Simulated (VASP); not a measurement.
Write the native input for VASP 6.6.1 that does the following.

```yaml
Task: relaxation of cell and atoms
Functional: PBEsol
Dispersion: D4
Potentials_or_basis: VASP PAW PBE potentials, release 64 (W_sv, Si)
Cutoff: 600 eV
k_mesh: 7 × 7 × 4
Occupations: fermi-dirac, width 0.05 eV
Spin: no spin polarisation
Dipole_correction: no
Further_INCAR_settings: ALGO = Normal; EDIFF = 1e-06; IBRION = 2; EDIFFG = -0.01; NSW = 60; ISIF = 3
```

The structure of Si2W lies in POSCAR:

```
Si2W
1.0
    4.6168523821      0.0000000000      0.0000000000
   -2.3084261911      3.9983114484      0.0000000000
    0.0000000000      0.0000000000      6.6532220000
W Si
3 6
Direct
    0.5000000000      0.0000000000      0.5000000000
    0.5000000000      0.5000000000      0.8333333333
    0.0000000000      0.5000000000      0.1666666667
    0.3272520000      0.1636260000      0.1666666667
    0.8363740000      0.1636260000      0.8333333333
    0.1636260000      0.3272520000      0.5000000000
    0.6727480000      0.8363740000      0.1666666667
    0.1636260000      0.8363740000      0.8333333333
    0.8363740000      0.6727480000      0.5000000000
```

The input as run:

INCAR

```
SYSTEM = Si2W
PREC = Accurate ; ENCUT = 600
EDIFF = 1E-6 ; ISMEAR = -1
SIGMA = 0.05 ; LREAL = .FALSE.
LASPH = .TRUE. ; NELM = 60
ALGO = Normal ; ISIF = 3
LWAVE = .FALSE. ; LCHARG = .FALSE.
GGA = PS ; IVDW = 13
IBRION = 2 ; NSW = 60
EDIFFG = -0.01
```

KPOINTS

```
Automatic mesh
0
G
  7 7 4
  0 0 0
```

Potentials or basis: VASP PAW PBE potentials, release 64 (W_sv, Si).

The run is started by

```bash
$ cat potpaw_PBE.64/W_sv/POTCAR potpaw_PBE.64/Si/POTCAR > POTCAR
$ mpirun -np 1 vasp_std > vasp.out
```

It gave:

```yaml
Relaxed_volume: 13.12 Å³/atom
Relaxed_cell: a = 4.554 Å, b = 4.554 Å, c = 6.576 Å, α = 90.00°, β = 90.00°, γ = 120.00°
Space_group_after_relaxing_to_0.1_Å: P6_222 (No. 180)
Energy_gained_by_relaxing: 14.9 meV/atom
Ionic_steps: 9
Pressure_after_relaxing: 0.0 GPa
Band_gap_on_the_k_mesh: 0.23 eV (least direct gap 0.74 eV)
Dispersion_energy_per_atom: -0.341 eV
```

Caveat: the PAW data sets were made with another functional, which shifts forces and pressure a little; spin-orbit coupling is left out, which moves the levels of the heavy elements.

It took 8.7 min on 1 thread of Intel(R) Xeon(R) Platinum 8488C (Sapphire Rapids) (shared host), peak memory 0.35 GiB.
